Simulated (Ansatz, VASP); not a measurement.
**Two plane-wave programs on Nb**

The input POSCAR:

```
Nb
1.0
    0.0000000000      2.1784500000      2.0515500000
    2.1784500000      0.0000000000      2.0515500000
    2.1784500000      2.1784500000      0.0000000000
Nb
1
Direct
    0.0000000000      0.0000000000      0.0000000000
```

INCAR.step1

```
  PREC = Accurate
  ENCUT = 520
  ISMEAR = 0
  SIGMA = 0.15
  LREAL = False
  LASPH = True
  NELM = 60
  NBANDS = 12
  GGA = PE
  ALGO = Normal
  EDIFF = 1E-4
  LWAVE = True
  LCHARG = False
```

File INCAR.step2:

```
  PREC = Accurate
  ENCUT = 520
  EDIFF = 1E-7
  ISMEAR = 0
  SIGMA = 0.15
  LREAL = False
  LASPH = True
  NELM = 60
  ALGO = Normal
  ISIF = 2
  LWAVE = False
  LCHARG = True
  METAGGA = R2SCAN
  LMIXTAU = True
  LELF = True
  LVHAR = True
  NBANDS = 12
  ISTART = 1
```

KPOINTS

```
regular mesh
0
Gamma
  20 20 20
```

Input for Ansatz:

```yaml
crystal:
  lattice:
    - [0.0, 2.17845, 2.05155]
    - [2.17845, 0.0, 2.05155]
    - [2.17845, 2.17845, 0.0]
  atoms:
    - { symbol: Nb, position: [0.0, 0.0, 0.0] }
basis:
  ecutwfc: 500
kpoints:
  mp_grid: { grid: [20, 20, 20] }
hamiltonian:
  xc: r2scan
scf:
  occupations: { method: gaussian, width: 0.15 }
output:
  forces: true
  stress: true
  eigenvalues: true
```

Change from the starting cell: strain +0.030 along x and y, -0.030 along z, atoms carried along.

Alike in both runs: task single point; functional r2SCAN; k mesh 20 × 20 × 20; occupations gaussian, width 0.15 eV; no spin polarisation.

|  | VASP | Ansatz |
| --- | --- | --- |
| version | VASP 6.6.1 | Ansatz 0.2.0 |
| potentials or method | VASP PAW PBE potentials, release 64 (Nb_sv), cutoff 520 eV | scalar-relativistic, plane waves, PAW |
| valence electrons in the cell | 13 | 13 |

```tsv
	VASP	Ansatz	Ansatz less VASP
gap on the k mesh at the Fermi level (eV)	none	none	-
pressure (GPa)	-7.3	-7.1	+0.19
traceless stress, the component that is largest in VASP (GPa)	-8.39	-8.43	-0.036
```

VASP's potentials were made for PBE, not for r2SCAN. A gap of «none» marks a metal or a gap that the smearing closes.
